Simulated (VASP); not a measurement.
A run of VASP 6.6.1 is set up as follows.

The input INCAR:

```
SYSTEM = Tb3YPb
  PREC = Accurate
  ENCUT = 500
  EDIFF = 1E-6
  ISMEAR = 0
  SIGMA = 0.1
  LREAL = .FALSE.
  LASPH = .TRUE.
  NELM = 200
  ALGO = Normal
  ISIF = 2
  LWAVE = .FALSE.
  LCHARG = .FALSE.
  GGA = PE
  NBANDS = 34
  GGA_COMPAT = .FALSE.
  LMAXMIX = 6
```

Contents of KPOINTS:

```
regular mesh
0
G
  4 4 2
  0 0 0
```

Contents of POSCAR:

```
Tb3YPb
1.0
    4.4852117198      0.0000000000      0.0000000000
    0.0000000000      4.4852117198      0.0000000000
    0.0000000000      0.0000000000      7.8230920836
Tb Y Pb
3 1 1
Direct
    0.0000000000      0.5000000000      0.6668703632
    0.0000000000      0.0000000000      0.3257819790
    0.5000000000      0.0000000000      0.6668703632
    0.5000000000      0.5000000000      0.1247650084
    0.0000000000      0.0000000000      0.9519912463
```

Potentials or basis: VASP PAW PBE potentials, release 64 (Tb_3, Y_sv, Pb_d), 4f in core.

The run is started by

```sh
$ cat potpaw_PBE.64/Tb_3/POTCAR potpaw_PBE.64/Y_sv/POTCAR potpaw_PBE.64/Pb_d/POTCAR > POTCAR
$ mpirun -np 1 vasp_std > vasp.out
```

(1) Estimate the largest force.

(2) What does it give for the pressure?

(3) Estimate the band gap on the k mesh.

## Answers

(1) 0.382 eV/Å.

(2) 1.5 GPa.

(3) zero (bands 26 and 27 overlap by 0.61 eV).

Caveat: the k points lie up to 0.40 Å⁻¹ apart, too coarse for converged energies and pressures of a metal; spin-orbit coupling is left out, which moves the levels of the heavy elements; the 4f electrons are frozen in the core, so they carry no moment and show no levels.
